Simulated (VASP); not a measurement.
# SiNi (Pmmn) in VASP: further runs

SiNi is run at these levels: PBE; tasks: single point.

Program: VASP 6.6.1. These are calculated values, not measurements. Logs are shortened: lines on timing, memory, paths and dates and some standing lists are left out, and cuts for length are marked.

## (1) The cell of the first run

Symmetry: Pmmn, No. 59, orthorhombic system. The conventional cell has a = 2.965 Å, b = 3.207 Å, c = 4.602 Å, α = 90.00°, β = 90.00°, γ = 90.00°. Within 3.0 Å of Si (site symmetry mm2) lie 6 Ni at 2.29 to 2.35 Å and 6 Si at 2.62 to 2.96 Å. Within 3.0 Å of Ni (site symmetry mm2) lie 6 Si at 2.29 to 2.35 Å and 6 Ni at 2.61 to 2.96 Å.

## (2) Single point, PBE, collinear spin, ferromagnetic start (10.94 Å³/atom)

Contents of INCAR:

```
SYSTEM = SiNi
ALGO     = Normal         ! electronic algorithm
EDIFF    = 1E-7           ! SCF threshold, eV
ENCUT    = 520            ! plane-wave cutoff, eV
GGA      = PE             ! functional
ISIF     = 2              ! what is computed and relaxed
ISMEAR   = -1             ! smearing method
ISPIN    = 2              ! spin polarisation
LASPH    = .TRUE.         ! aspherical terms in the spheres
LCHARG   = .FALSE.        ! write CHGCAR
LMAXMIX  = 4              ! l up to which the mixer works
LORBIT   = 11             ! projections on sites
LREAL    = .FALSE.        ! projectors in reciprocal space
LWAVE    = .FALSE.        ! write WAVECAR
MAGMOM   = 0 0 1.5 1.5    ! initial moments
NBANDS   = 26             ! bands
NELM     = 150            ! most SCF steps
PREC     = Accurate       ! precision mode
SIGMA    = 0.05           ! smearing width, eV
```

Contents of KPOINTS:

```
k-points
0
G
  11 10 7
  0 0 0
```

Contents of POSCAR:

```
SiNi
1.0
    2.9648349084      0.0000000000      0.0000000000
    0.0000000000      3.2066751269      0.0000000000
    0.0000000000      0.0000000000      4.6018604381
Si Ni
2 2
Direct
    0.5000000000      0.5000000000      0.8423000000
    0.0000000000      0.0000000000      0.1577000000
    0.5000000000      0.5000000000      0.3442200000
    0.0000000000      0.0000000000      0.6557800000
```

Potentials or basis: VASP PAW PBE potentials, release 64 (Si, Ni).

The run is started by

```sh
> cat potpaw_PBE.64/Si/POTCAR potpaw_PBE.64/Ni/POTCAR > POTCAR
> mpirun -np 1 vasp_std > vasp.out
```

OUTCAR:

```text
SYSTEM = SiNi
   EDIFF = 1E-7
   ENCUT = 520
   GGA = PE
   ISIF = 2
   ISMEAR = -1
   ISPIN = 2
   LASPH = .TRUE.
   LORBIT = 11
   LREAL = .FALSE.
   NELM = 150
   PREC = Accurate

 ion  position               nearest neighbor table
   1  0.500  0.500  0.842-   3 2.29   3 2.31   4 2.35   4 2.35   4 2.35   4 2.35   2 2.62   2 2.62
                             2 2.62   2 2.62
   2  0.000  0.000  0.158-   4 2.29   4 2.31   3 2.35   3 2.35   3 2.35   3 2.35   1 2.62   1 2.62
                             1 2.62   1 2.62
   3  0.500  0.500  0.344-   1 2.29   1 2.31   2 2.35   2 2.35   2 2.35   2 2.35   4 2.61   4 2.61
                             4 2.61   4 2.61
   4  0.000  0.000  0.656-   2 2.29   2 2.31   1 2.35   1 2.35   1 2.35   1 2.35   3 2.61   3 2.61
                             3 2.61   3 2.61

  LATTYP: Found a simple orthorhombic cell.
 ALAT       =     2.9648349084
 B/A-ratio  =     1.0815695396
 C/A-ratio  =     1.5521472798

  Lattice vectors:

 A1 = (   2.9648349084,   0.0000000000,   0.0000000000)
 A2 = (   0.0000000000,   3.2066751269,   0.0000000000)
 A3 = (   0.0000000000,   0.0000000000,   4.6018604381)

Analysis of symmetry for initial positions (statically):
=====================================================================
 Subroutine PRICEL returns:
 Original cell was already a primitive cell.

 Routine SETGRP: Setting up the symmetry group for a
 simple orthorhombic supercell.

 Subroutine GETGRP returns: Found  8 space group operations
 (whereof  4 operations were pure point group operations)
 out of a pool of  8 trial point group operations.

The static configuration has the point symmetry C_2v.
 The point group associated with its full space group is D_2h.

Analysis of symmetry for dynamics (positions and initial velocities):
=====================================================================
 Subroutine PRICEL returns:
 Original cell was already a primitive cell.

 Routine SETGRP: Setting up the symmetry group for a
 simple orthorhombic supercell.

 Subroutine GETGRP returns: Found  8 space group operations
 (whereof  4 operations were pure point group operations)
 out of a pool of  8 trial point group operations.

The dynamic configuration has the point symmetry C_2v.
 The point group associated with its full space group is D_2h.

Analysis of structural, dynamic, and magnetic symmetry:
=====================================================================
 Subroutine PRICEL returns:
 Original cell was already a primitive cell.

 Routine SETGRP: Setting up the symmetry group for a
 simple orthorhombic supercell.

 Subroutine GETGRP returns: Found  8 space group operations
 (whereof  4 operations were pure point group operations)
 out of a pool of  8 trial point group operations.

The overall configuration has the point symmetry C_2v.
 The point group associated with its full space group is D_2h.

 Subroutine INISYM returns: Found  8 space group operations
 (whereof  4 operations are pure point group operations),
 and found     1 'primitive' translations

----------------------------------------------------------------------------------------

                                     Primitive cell

  volume of cell :      43.7511

  direct lattice vectors                    reciprocal lattice vectors
     2.964834908  0.000000000  0.000000000     0.337286908  0.000000000  0.000000000
     0.000000000  3.206675127  0.000000000     0.000000000  0.311849489  0.000000000
     0.000000000  0.000000000  4.601860438     0.000000000  0.000000000  0.217303417

  length of vectors
     2.964834908  3.206675127  4.601860438     0.337286908  0.311849489  0.217303417

  position of ions in fractional coordinates (direct lattice)
     0.500000000  0.500000000  0.842300000
     0.000000000  0.000000000  0.157700000
     0.500000000  0.500000000  0.344220000
     0.000000000  0.000000000  0.655780000

  ion indices of the primitive-cell ions
   primitive index   ion index
                 1           1
                 2           2
                 3           3
                 4           4

----------------------------------------------------------------------------------------

 KPOINTS: k-points

Automatic generation of k-mesh.
 Grid dimensions read from file:
 generate k-points for:   11   10    7

 Generating k-lattice:

  Cartesian coordinates                     Fractional coordinates (reciprocal lattice)
     0.030662446  0.000000000  0.000000000     0.090909091  0.000000000  0.000000000
     0.000000000  0.031184949  0.000000000     0.000000000  0.100000000  0.000000000
     0.000000000  0.000000000  0.031043345     0.000000000  0.000000000  0.142857143

  Length of vectors
     0.030662446  0.031184949  0.031043345

  Shift w.r.t. Gamma in fractional coordinates (k-lattice)
     0.000000000  0.000000000  0.000000000

 Subroutine IBZKPT returns following result:
 ===========================================

 Found    144 irreducible k-points:

 Following reciprocal coordinates:
            Coordinates               Weight
  0.000000  0.000000  0.000000      1.000000
  0.090909  0.000000  0.000000      2.000000
  0.181818  0.000000  0.000000      2.000000
  0.272727  0.000000  0.000000      2.000000
  0.363636  0.000000  0.000000      2.000000
  0.454545  0.000000  0.000000      2.000000
[... 16 lines left out ...]
  0.363636  0.300000  0.000000      4.000000
  0.454545  0.300000  0.000000      4.000000
 [... further k-points ...]
   k-points           NKPTS =    144   k-points in BZ     NKDIM =    144   number of bands    NBANDS=     26
   number of dos      NEDOS =    301   number of ions     NIONS =      4
   total plane-waves  NPLWV =  20736
   dimension x,y,z NGX =    24 NGY =   24 NGZ =   36
   dimension x,y,z NGXF=    48 NGYF=   48 NGZF=   72
   ions per type =               2   2
   NGX,Y,Z   is equivalent  to a cutoff of  13.46, 12.44, 13.01 a.u.
   NGXF,Y,Z  is equivalent  to a cutoff of  26.91, 24.88, 26.01 a.u.
 SYSTEM =  SiNi
   PREC   = accura    normal or accurate (medium, high low for compatibility)
   ISTART =      0    job   : 0-new  1-cont  2-samecut
   ICHARG =      2    charge: 1-file 2-atom 10-const
   ISPIN  =      2    spin polarized calculation?
   LNONCOLLINEAR =      F non collinear calculations
   LSORBIT =      F    spin-orbit coupling
   LASPH  =      T    aspherical Exc in radial PAW
   ENCUT  =  520.0 eV  38.22 Ry    6.18 a.u.   5.51  5.96  8.56*2*pi/ulx,y,z
   NELM   =    150;   NELMIN=  2; NELMDL= -5     # of ELM steps
   EDIFF  = 0.1E-06   stopping-criterion for ELM
   LREAL  =      F    real-space projection
   EDIFFG = 0.1E-05   stopping-criterion for IOM
   NSW    =      0    number of steps for IOM
   IBRION =     -1    ionic relax: 0-MD 1-quasi-New 2-CG
   NFREE  =      0    steps in history (QN), initial steepest desc. (CG)
   ISIF   =      2    stress and relaxation
   ISYM   =      2    0-nonsym 1-usesym 2-fastsym
   POTIM  = 0.5000    time-step for ionic-motion
   TEBEG  =    0.0;   TEEND  =   0.0 temperature during run
   PSTRESS=    0.0 pullay stress
   NELECT =      28.0000    total number of electrons
   NUPDOWN=      -1.0000    fix difference up-down
   EMIN   =  10.00;   EMAX   =-10.00  energy-range for DOS
   EFERMI =   0.00;   METHOD = LEGACY
   ISMEAR =    -1;   SIGMA  =   0.05  broadening in eV -4-tet -1-fermi 0-gaus
   EFERMI_NEDOS =   21; number of points for ismear=-14 and -15
   IALGO  =     38    algorithm
   IMIX   =      4    mixing-type and parameters
     AMIX     =   0.40;   BMIX     =  1.00
     AMIX_MAG =   1.60;   BMIX_MAG =  1.00
  volume/ion in A,a.u.               =      10.94        73.81
  Fermi-wavevector in a.u.,A,eV,Ry     =   1.410797  2.666020 27.080332  1.990348
  Thomas-Fermi vector in A             =   2.532714
   LORBIT       =     11    0 simple, 1 ext, 2 COOP (PROOUT), +10 PAW based schemes
   GGA     = PE    functional components
   LHFCALC =     F    Hartree Fock is set to
   AEXX    =    0.0000 exact exchange contribution
   IVDW    =     0    specifies the selected vdW correction
   LEPSILON=     F    determine dielectric tensor
   LRPA    =     F    only Hartree local field effects (RPA)
 spin polarized calculation
  energy-cutoff  :      520.00
  volume of cell :       43.75
 maximum number of plane-waves:      1193
 NGX is ok and might be reduce to    24
   NGX = 11   NGY = 11   NGZ = 17

 number of electron      27.9999981 magnetization       0.0000444

 number of electron      27.9999981 magnetization      -0.0000040

 Free energy of the ion-electron system (eV)
  ---------------------------------------------------
  ext. energy  EPLUGINS =         0.00000000
  ---------------------------------------------------
  free energy    TOTEN  =       -23.47656806 eV

  energy without entropy =      -23.46609530  energy(sigma->0) =      -23.47133168

 E-fermi :  12.2058     XC(G=0): -12.7681

 val. band max:       12.1953478309   @ k =   0.0000   0.1000   0.2857
 cond. band min:      12.2078072887   @ k =   0.0000   0.0000   0.2857
 fundamental gap:      0.0124594578
 Fermi energy:        12.2057813684

 spin component 1

 k-point     1 :       0.0000    0.0000    0.0000
  band No.  band energies     occupation
      1      -2.1700      1.00000
      2       3.8125      1.00000
      3       5.4082      1.00000
      4       7.7017      1.00000
      5       8.4131      1.00000
      6       8.9951      1.00000
[... 18 lines left out ...]
     25      25.6983      0.00000
     26      25.8862      0.00000

 k-point     2 :       0.0909    0.0000    0.0000
  band No.  band energies     occupation
      1      -2.0326      1.00000
      2       3.9121      1.00000
      3       5.5159      1.00000
      4       7.6550      1.00000
      5       8.4606      1.00000
      6       8.9222      1.00000
[... 18 lines left out ...]
     25      24.4888      0.00000
[... 608 lines left out ...]
     25      27.7870      0.00000
     26      28.3796      0.00000

 k-point    24 :       0.4545    0.3000    0.0000
  band No.  band energies     occupation
      1       2.2095      1.00000
      2       3.4028      1.00000
      3       6.1591      1.00000
      4       6.7064      1.00000
      5       7.7596      1.00000
      6       7.7622      1.00000
[... 18 lines left out ...]
     25      28.7332      0.00000
     26      29.3347      0.00000

 [... further k-points ...]

 spin component 2

 k-point     1 :       0.0000    0.0000    0.0000
  band No.  band energies     occupation
      1      -2.1700      1.00000
      2       3.8125      1.00000
      3       5.4082      1.00000
      4       7.7017      1.00000
      5       8.4131      1.00000
      6       8.9951      1.00000
[... 18 lines left out ...]
     25      25.6983      0.00000
     26      25.8862      0.00000

 k-point     2 :       0.0909    0.0000    0.0000
  band No.  band energies     occupation
      1      -2.0326      1.00000
      2       3.9121      1.00000
      3       5.5159      1.00000
      4       7.6550      1.00000
      5       8.4606      1.00000
      6       8.9222      1.00000
[... 18 lines left out ...]
     25      24.4888      0.00000
[... 608 lines left out ...]
     25      27.7870      0.00000
     26      28.3796      0.00000

 k-point    24 :       0.4545    0.3000    0.0000
  band No.  band energies     occupation
      1       2.2096      1.00000
      2       3.4028      1.00000
      3       6.1591      1.00000
      4       6.7064      1.00000
      5       7.7596      1.00000
      6       7.7622      1.00000
[... 18 lines left out ...]
     25      28.7332      0.00000
     26      29.3347      0.00000

 [... further k-points ...]

------------------------ aborting loop because EDIFF is reached ----------------------------------------

  FORCE on cell =-STRESS in cart. coord.  units (eV):
  Direction    XX          YY          ZZ          XY          YZ          ZX
  --------------------------------------------------------------------------------------
  -------------------------------------------------------------------------------------
  Total        3.2589785      3.6271014      4.9347115      0.0000000      0.0000000      0.0000000
  in kB      119.3447062    132.8254680    180.7105170      0.0000000      0.0000000      0.0000000
  external PRESSURE =     144.2935637 kB  Pullay stress =       0.0000000 kB

 VOLUME and BASIS-vectors are now :
 -----------------------------------------------------------------------------
  energy-cutoff  :      520.00
  volume of cell :       43.75
      direct lattice vectors                 reciprocal lattice vectors
     2.964834908  0.000000000  0.000000000     0.337286908  0.000000000  0.000000000
     0.000000000  3.206675127  0.000000000     0.000000000  0.311849489  0.000000000
     0.000000000  0.000000000  4.601860438     0.000000000  0.000000000  0.217303417

 POSITION                                       TOTAL-FORCE (eV/Angst)
 -----------------------------------------------------------------------------------
      1.48242      1.60334      3.87615         0.000000      0.000000      0.244324
      0.00000      0.00000      0.72571         0.000000      0.000000     -0.244324
      1.48242      1.60334      1.58405         0.000000      0.000000      0.030946
      0.00000      0.00000      3.01781         0.000000      0.000000     -0.030946
 -----------------------------------------------------------------------------------
    total drift:                                0.000000      0.000000     -0.000000

  FREE ENERGIE OF THE ION-ELECTRON SYSTEM (eV)
  ---------------------------------------------------
  free  energy   TOTEN  =       -23.4765680582 eV

  energy  without entropy=      -23.4660952963  energy(sigma->0) =      -23.47133168

 total charge

# of ion       s       p       d       tot
------------------------------------------
    1        0.748   0.894   0.000   1.642
    2        0.748   0.894   0.000   1.642
    3        0.502   0.668   8.497   9.668
    4        0.502   0.668   8.497   9.668
--------------------------------------------------
tot          2.501   3.125  16.994  22.620

 magnetization (x)

# of ion       s       p       d       tot
------------------------------------------
    1        0.000   0.000   0.000   0.000
    2        0.000   0.000   0.000   0.000
    3        0.000   0.000  -0.000  -0.000
    4        0.000   0.000  -0.000  -0.000
--------------------------------------------------
tot          0.000   0.000  -0.000   0.000
```

Run time: 5.2 min. Hardware: 1 thread of Oxide Virtual Turin-like, shared host; peak memory 0.31 GiB.

What came out:

```yaml
Free_energy: -23.4766 eV
Pressure: 14.4 GPa
Largest_force: 0.244 eV/Å
Band_gap_on_the_k_mesh: zero (filled and empty bands overlap)
Net_moment: 0.00 μB per cell
Valence_electrons_inside_the_program's_atomic_spheres: Si 1.64; Ni 9.67
```

Forces in eV/Å, atoms in the order of the input:
```
Si   0.000  0.000  0.244
Si   0.000  0.000 -0.244
Ni   0.000  0.000  0.031
Ni   0.000  0.000 -0.031
```

Stress tensor (GPa, compression positive):
```
11.93  0.00  0.00
 0.00 13.28  0.00
 0.00  0.00 18.07
```

Levels at points of the mesh, in eV from the Fermi level:
Spin up:
```csv
k point,band 10,band 11,band 12,band 13,band 14,band 15,band 16,band 17,band 18,band 19
"(0.00, 0.00, 0.00)",-2.77,-2.49,-2.10,-2.08,-1.13,0.82,3.25,5.29,5.68,7.22
"(0.00, 0.50, 0.00)",-2.84,-2.38,-2.38,-2.21,-2.21,1.41,1.41,4.83,4.83,7.77
```
Spin down:
```csv
k point,band 11,band 12,band 13,band 14,band 15,band 16,band 17,band 18
"(0.00, 0.00, 0.00)",-2.49,-2.10,-2.08,-1.13,0.82,3.25,5.29,5.68
"(0.00, 0.50, 0.00)",-2.38,-2.38,-2.21,-2.21,1.41,1.41,4.83,4.83
```

Caveat: the stress differs along the axes, from 12 to 18 GPa; the moments typed at the start vanished in this run.

[end of part 1 of 2]
